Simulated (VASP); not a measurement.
# Mg3CdS4 (P-4m2) in VASP: a series of runs

The runs below take Mg3CdS4 through single point, with LDA, r2SCAN.

Program: VASP 6.6.1. These are calculated values, not measurements. Logs are shortened: lines on timing, memory, paths and dates and some standing lists are left out, and cuts for length are marked.

### Step 1. The cell of the first run

Symmetry: P-4m2, No. 115, tetragonal system. Conventional cell: a = 4.077 Å, b = 4.077 Å, c = 11.460 Å, α = 90.00°, β = 90.00°, γ = 90.00°. Within 3.3 Å of Mg (site symmetry 2mm) lie 4 S at 2.47 Å. Within 3.3 Å of Mg (site symmetry -4m2) lie 4 S at 2.47 Å. Cd (site symmetry -4m2) has 4 S at 2.56 Å within 3.4 Å. Within 3.3 Å of S (site symmetry 2mm) lie 2 Mg at 2.47 Å and 2 Cd at 2.56 Å. Within 3.3 Å of S (site symmetry 2mm) lie 4 Mg at 2.47 Å.

### Step 2. Single point, LDA

INCAR

```
ALGO = Normal ; EDIFF = 1E-6
ENCUT = 520 ; ISIF = 2
ISMEAR = 0 ; LASPH = True
LCHARG = True ; LELF = True
LREAL = False ; LVHAR = True
LWAVE = False ; NBANDS = 31
NELM = 60 ; PREC = Accurate
SIGMA = 0.02
```

KPOINTS

```
k-points
0
Gamma
  6 6 2
```

POSCAR

```
Mg3CdS4
1.0
    4.0769351230      0.0000000000      0.0000000000
    0.0000000000      4.0769351230      0.0000000000
    0.0000000000      0.0000000000     11.4599552383
Mg Cd S
3 1 4
Direct
    0.0000000000      0.0000000000      0.7444175157
    0.0000000000      0.0000000000      0.2555824843
    0.5000000000      0.5000000000      0.5000000000
    0.5000000000      0.5000000000      0.0000000000
    0.5000000000      0.0000000000      0.1345312479
    0.0000000000      0.5000000000      0.3777970514
    0.5000000000      0.0000000000      0.6222029486
    0.0000000000      0.5000000000      0.8654687521
```

Potentials or basis: VASP PAW LDA potentials, release 64 (Mg, Cd, S).

The run is started by

```bash
cat potpaw_LDA.64/Mg/POTCAR potpaw_LDA.64/Cd/POTCAR potpaw_LDA.64/S/POTCAR > POTCAR
mpirun -np 1 vasp_std > vasp.out
```

OUTCAR:

```text
EDIFF = 1E-6
   ENCUT = 520
   ISIF = 2
   ISMEAR = 0
   LASPH = True
   LREAL = False
   NELM = 60
   PREC = Accurate

 ion  position               nearest neighbor table
   1  0.000  0.000  0.744-   8 2.47   8 2.47   7 2.47   7 2.47
   2  0.000  0.000  0.256-   5 2.47   5 2.47   6 2.47   6 2.47
   3  0.500  0.500  0.500-   6 2.47   7 2.47   7 2.47   6 2.47
   4  0.500  0.500  0.000-   5 2.56   8 2.56   5 2.56   8 2.56
   5  0.500  0.000  0.135-   2 2.47   2 2.47   4 2.56   4 2.56
   6  0.000  0.500  0.378-   3 2.47   3 2.47   2 2.47   2 2.47
   7  0.500  0.000  0.622-   3 2.47   3 2.47   1 2.47   1 2.47
   8  0.000  0.500  0.865-   1 2.47   1 2.47   4 2.56   4 2.56

  LATTYP: Found a simple tetragonal cell.
 ALAT       =     4.0769351230
 C/A-ratio  =     2.8109241115

  Lattice vectors:

 A1 = (   4.0769351230,   0.0000000000,   0.0000000000)
 A2 = (   0.0000000000,   4.0769351230,   0.0000000000)
 A3 = (   0.0000000000,   0.0000000000,  11.4599552383)

Analysis of symmetry for initial positions (statically):
=====================================================================
 Subroutine PRICEL returns:
 Original cell was already a primitive cell.

 Routine SETGRP: Setting up the symmetry group for a
 simple tetragonal supercell.

 Subroutine GETGRP returns: Found  8 space group operations
 (whereof  8 operations were pure point group operations)
 out of a pool of 16 trial point group operations.

The static configuration has the point symmetry D_2d.

Analysis of symmetry for dynamics (positions and initial velocities):
=====================================================================
 Subroutine PRICEL returns:
 Original cell was already a primitive cell.

 Routine SETGRP: Setting up the symmetry group for a
 simple tetragonal supercell.

 Subroutine GETGRP returns: Found  8 space group operations
 (whereof  8 operations were pure point group operations)
 out of a pool of 16 trial point group operations.

The dynamic configuration has the point symmetry D_2d.

 Subroutine INISYM returns: Found  8 space group operations
 (whereof  8 operations are pure point group operations),
 and found     1 'primitive' translations

----------------------------------------------------------------------------------------

                                     Primitive cell

  volume of cell :     190.4805

  direct lattice vectors                    reciprocal lattice vectors
     4.076935123  0.000000000  0.000000000     0.245282294  0.000000000  0.000000000
     0.000000000  4.076935123  0.000000000     0.000000000  0.245282294  0.000000000
     0.000000000  0.000000000 11.459955238     0.000000000  0.000000000  0.087260376

  length of vectors
     4.076935123  4.076935123 11.459955238     0.245282294  0.245282294  0.087260376

  position of ions in fractional coordinates (direct lattice)
     0.000000000  0.000000000  0.744417516
     0.000000000  0.000000000  0.255582484
     0.500000000  0.500000000  0.500000000
     0.500000000  0.500000000  0.000000000
     0.500000000  0.000000000  0.134531248
     0.000000000  0.500000000  0.377797051
     0.500000000  0.000000000  0.622202949
     0.000000000  0.500000000  0.865468752

  ion indices of the primitive-cell ions
   primitive index   ion index
                 1           1
                 2           2
                 3           3
                 4           4
                 5           5
                 6           6
                 7           7
                 8           8

----------------------------------------------------------------------------------------

 KPOINTS: k-points

Automatic generation of k-mesh.
 Grid dimensions read from file:
 generate k-points for:    6    6    2

 Generating k-lattice:

  Cartesian coordinates                     Fractional coordinates (reciprocal lattice)
     0.040880382  0.000000000  0.000000000     0.166666667  0.000000000  0.000000000
     0.000000000  0.040880382  0.000000000     0.000000000  0.166666667  0.000000000
     0.000000000  0.000000000  0.043630188     0.000000000  0.000000000  0.500000000

  Length of vectors
     0.040880382  0.040880382  0.043630188

  Shift w.r.t. Gamma in fractional coordinates (k-lattice)
     0.000000000  0.000000000  0.000000000

 Subroutine IBZKPT returns following result:
 ===========================================

 Found     20 irreducible k-points:

 Following reciprocal coordinates:
            Coordinates               Weight
  0.000000  0.000000  0.000000      1.000000
  0.166667  0.000000  0.000000      4.000000
  0.333333  0.000000  0.000000      4.000000
  0.500000  0.000000  0.000000      2.000000
  0.166667  0.166667  0.000000      4.000000
  0.333333  0.166667  0.000000      8.000000
[... 12 lines left out ...]
  0.500000  0.333333  0.500000      4.000000
  0.500000  0.500000  0.500000      1.000000
   k-points           NKPTS =     20   k-points in BZ     NKDIM =     20   number of bands    NBANDS=     31
   number of dos      NEDOS =    301   number of ions     NIONS =      8
   total plane-waves  NPLWV =  81000
   dimension x,y,z NGX =    30 NGY =   30 NGZ =   90
   dimension x,y,z NGXF=    60 NGYF=   60 NGZF=  180
   ions per type =               3   1   4
   NGX,Y,Z   is equivalent  to a cutoff of  12.23, 12.23, 13.06 a.u.
   NGXF,Y,Z  is equivalent  to a cutoff of  24.47, 24.47, 26.11 a.u.
 SYSTEM =  unknown system
   PREC   = accura    normal or accurate (medium, high low for compatibility)
   ISTART =      0    job   : 0-new  1-cont  2-samecut
   ICHARG =      2    charge: 1-file 2-atom 10-const
   ISPIN  =      1    spin polarized calculation?
   LNONCOLLINEAR =      F non collinear calculations
   LSORBIT =      F    spin-orbit coupling
   LASPH  =      T    aspherical Exc in radial PAW
   ENCUT  =  520.0 eV  38.22 Ry    6.18 a.u.   7.58  7.58 21.31*2*pi/ulx,y,z
   NELM   =     60;   NELMIN=  2; NELMDL= -5     # of ELM steps
   EDIFF  = 0.1E-05   stopping-criterion for ELM
   LREAL  =      F    real-space projection
   EDIFFG = 0.1E-04   stopping-criterion for IOM
   NSW    =      0    number of steps for IOM
   IBRION =     -1    ionic relax: 0-MD 1-quasi-New 2-CG
   NFREE  =      0    steps in history (QN), initial steepest desc. (CG)
   ISIF   =      2    stress and relaxation
   ISYM   =      2    0-nonsym 1-usesym 2-fastsym
   POTIM  = 0.5000    time-step for ionic-motion
   TEBEG  =    0.0;   TEEND  =   0.0 temperature during run
   PSTRESS=    0.0 pullay stress
   NELECT =      42.0000    total number of electrons
   NUPDOWN=      -1.0000    fix difference up-down
   EMIN   =  10.00;   EMAX   =-10.00  energy-range for DOS
   EFERMI =   0.00;   METHOD = LEGACY
   ISMEAR =     0;   SIGMA  =   0.02  broadening in eV -4-tet -1-fermi 0-gaus
   EFERMI_NEDOS =   21; number of points for ismear=-14 and -15
   IALGO  =     38    algorithm
   IMIX   =      4    mixing-type and parameters
     AMIX     =   0.40;   BMIX     =  1.00
     AMIX_MAG =   1.60;   BMIX_MAG =  1.00
  volume/ion in A,a.u.               =      23.81       160.68
  Fermi-wavevector in a.u.,A,eV,Ry     =   0.989026  1.868988 13.308847  0.978173
  Thomas-Fermi vector in A             =   2.120595
   LORBIT       =      0    0 simple, 1 ext, 2 COOP (PROOUT), +10 PAW based schemes
   GGA     = CA    functional components
   LHFCALC =     F    Hartree Fock is set to
   AEXX    =    0.0000 exact exchange contribution
   IVDW    =     0    specifies the selected vdW correction
   LEPSILON=     F    determine dielectric tensor
   LRPA    =     F    only Hartree local field effects (RPA)
 non-spin polarized calculation
 Gauss-broadening in eV      SIGMA  =   0.02
  energy-cutoff  :      520.00
  volume of cell :      190.48
 maximum number of plane-waves:      5165
   NGX = 15   NGY = 15   NGZ = 43

 number of electron      41.9999978 magnetization

 Free energy of the ion-electron system (eV)
  ---------------------------------------------------
  ext. energy  EPLUGINS =         0.00000000
  ---------------------------------------------------
  free energy    TOTEN  =       -35.46887489 eV

  energy without entropy =      -35.46887489  energy(sigma->0) =      -35.46887489

 E-fermi :   0.9771     XC(G=0):  -8.8828

 val. band max:        0.8737548940   @ k =   0.0000   0.0000   0.0000
 cond. band min:       3.1616457882   @ k =   0.0000   0.0000   0.0000
 fundamental gap:      2.2878908942
 Fermi energy:         0.9771095068

 k-point     1 :       0.0000    0.0000    0.0000
  band No.  band energies     occupation
      1     -10.6564      2.00000
      2     -10.3440      2.00000
      3     -10.2168      2.00000
      4      -9.7920      2.00000
      5      -6.1890      2.00000
      6      -6.1890      2.00000
[... 23 lines left out ...]
     30       8.1011      0.00000
     31       8.1600      0.00000

 k-point     2 :       0.1667    0.0000    0.0000
  band No.  band energies     occupation
      1     -10.5678      2.00000
      2     -10.2958      2.00000
      3     -10.1632      2.00000
      4      -9.7899      2.00000
      5      -6.1840      2.00000
      6      -6.1813      2.00000
[... 23 lines left out ...]
     30       8.2517      0.00000
     31       8.2712      0.00000

 k-point     3 :       0.3333    0.0000    0.0000
  band No.  band energies     occupation
      1     -10.3563      2.00000
      2     -10.1992      2.00000
      3     -10.0433      2.00000
      4      -9.8183      2.00000
      5      -6.1738      2.00000
      6      -6.1334      2.00000
[... 567 lines left out ...]
     30       8.9561      0.00000
     31       9.0586      0.00000

 k-point    20 :       0.5000    0.5000    0.5000
  band No.  band energies     occupation
      1     -10.0146      2.00000
      2     -10.0146      2.00000
      3      -9.7048      2.00000
      4      -9.7048      2.00000
      5      -6.0695      2.00000
      6      -5.9876      2.00000
[... 23 lines left out ...]
     30       9.6783      0.00000
     31      10.1502      0.00000

------------------------ aborting loop because EDIFF is reached ----------------------------------------

  FORCE on cell =-STRESS in cart. coord.  units (eV):
  Direction    XX          YY          ZZ          XY          YZ          ZX
  --------------------------------------------------------------------------------------
  -------------------------------------------------------------------------------------
  Total       -4.4158473     -4.4158473     -4.5765554      0.0000000      0.0000000      0.0000000
  in kB      -37.1427543    -37.1427543    -38.4945089      0.0000000      0.0000000      0.0000000
  external PRESSURE =     -37.5933392 kB  Pullay stress =       0.0000000 kB

 VOLUME and BASIS-vectors are now :
 -----------------------------------------------------------------------------
  energy-cutoff  :      520.00
  volume of cell :      190.48
      direct lattice vectors                 reciprocal lattice vectors
     4.076935123  0.000000000  0.000000000     0.245282294  0.000000000  0.000000000
     0.000000000  4.076935123  0.000000000     0.000000000  0.245282294  0.000000000
     0.000000000  0.000000000 11.459955238     0.000000000  0.000000000  0.087260376

 POSITION                                       TOTAL-FORCE (eV/Angst)
 -----------------------------------------------------------------------------------
      0.00000      0.00000      8.53099         0.000000      0.000000      0.040561
      0.00000      0.00000      2.92896         0.000000      0.000000     -0.040561
      2.03847      2.03847      5.72998         0.000000      0.000000      0.000000
      2.03847      2.03847      0.00000         0.000000     -0.000000      0.000000
      2.03847      0.00000      1.54172         0.000000      0.000000     -0.156994
      0.00000      2.03847      4.32954         0.000000      0.000000      0.004608
      2.03847      0.00000      7.13042         0.000000      0.000000     -0.004608
      0.00000      2.03847      9.91823         0.000000      0.000000      0.156994
 -----------------------------------------------------------------------------------
    total drift:                                0.000000      0.000000     -0.000000

  FREE ENERGIE OF THE ION-ELECTRON SYSTEM (eV)
  ---------------------------------------------------
  free  energy   TOTEN  =       -35.4688748910 eV

  energy  without entropy=      -35.4688748910  energy(sigma->0) =      -35.46887489
```

Wall time 2.2 min (1 thread of Intel Xeon Platinum 8488C (Sapphire Rapids), shared host); peak memory 0.29 GiB.

Results:

```
Free energy            : -35.4689 eV
Pressure               : -3.8 GPa
Largest force          : 0.157 eV/Å
Band gap on the k mesh : 2.29 eV
```

Forces in eV/Å, atoms in the order of the input:
```
Mg   0.000  0.000  0.041
Mg   0.000  0.000 -0.041
Mg   0.000  0.000  0.000
Cd   0.000  0.000  0.000
S    0.000  0.000 -0.157
S    0.000  0.000  0.005
S    0.000  0.000 -0.005
S    0.000  0.000  0.157
```

Caveat: the cell stands under tension.

### Step 3. Single point, r2SCAN

POSCAR is that of step 2.

INCAR.step1

```
SYSTEM = Mg3CdS4
ALGO = Normal
EDIFF = 1E-4
ENCUT = 520
GGA = PE
ISMEAR = 0
LASPH = .TRUE.
LCHARG = .FALSE.
LREAL = .FALSE.
LWAVE = .TRUE.
NBANDS = 31
NELM = 60
PREC = Accurate
SIGMA = 0.02
```

INCAR.step2

```
SYSTEM = Mg3CdS4
ALGO = Normal
EDIFF = 1E-7
ENCUT = 520
ISIF = 2
ISMEAR = 0
ISTART = 1
LASPH = .TRUE.
LCHARG = .FALSE.
LMIXTAU = .TRUE.
LREAL = .FALSE.
LWAVE = .FALSE.
METAGGA = R2SCAN
NBANDS = 31
NELM = 60
PREC = Accurate
SIGMA = 0.02
```

KPOINTS

```
k-points
0
G
  6 6 2
  0 0 0
```

Potentials or basis: VASP PAW PBE potentials, release 64 (Mg, Cd, S).

The run is started by

```bash
cat potpaw_PBE.64/Mg/POTCAR potpaw_PBE.64/Cd/POTCAR potpaw_PBE.64/S/POTCAR > POTCAR
cp INCAR.step1 INCAR
mpirun -np 1 vasp_std > vasp.out
cp INCAR.step2 INCAR
mpirun -np 1 vasp_std > vasp.out
```

Run time: 7.2 min. Hardware: 1 thread of Intel Xeon Platinum 8488C (Sapphire Rapids), shared host; peak memory 0.36 GiB.

It converged, with:

* Free energy: -76.0106 eV
* Pressure: -1.3 GPa
* Largest force: 0.031 eV/Å
* Band gap on the k mesh: 3.08 eV

Forces on the atoms (eV/Å):
```
Mg   0.000  0.000  0.000
Mg   0.000  0.000  0.000
Mg   0.000  0.000  0.000
Cd   0.000  0.000  0.000
S    0.000  0.000  0.031
S    0.000  0.000 -0.003
S    0.000  0.000  0.003
S    0.000  0.000 -0.031
```

Levels at points of the mesh, in eV from the valence-band top:
| k point | band 17 | band 18 | band 19 | band 20 | band 21 | band 22 | band 23 | band 24 | band 25 | band 26 |
| --- | --- | --- | --- | --- | --- | --- | --- | --- | --- | --- |
| (0.00, 0.00, 0.00) | -0.74 | -0.74 | -0.14 | 0.00 | 0.00 | 3.08 | 4.16 | 5.17 | 5.21 | 5.68 |
| (0.50, 0.00, 0.00) | -0.72 | -0.68 | -0.58 | -0.46 | -0.19 | 4.39 | 5.27 | 6.32 | 6.47 | 6.82 |
| (0.50, 0.50, 0.00) | -1.63 | -1.37 | -1.31 | -1.31 | -1.30 | 4.10 | 4.10 | 5.02 | 5.86 | 5.86 |
| (0.00, 0.00, 0.50) | -0.65 | -0.54 | -0.54 | -0.07 | -0.07 | 3.66 | 4.36 | 4.46 | 4.78 | 5.93 |
| (0.50, 0.00, 0.50) | -0.85 | -0.72 | -0.72 | -0.68 | -0.19 | 4.61 | 5.75 | 5.88 | 5.92 | 6.93 |
| (0.50, 0.50, 0.50) | -1.51 | -1.51 | -1.48 | -1.45 | -1.45 | 4.71 | 4.71 | 4.91 | 4.91 | 5.30 |

Caveat: the PAW data sets were made with another functional, which shifts forces and pressure a little.
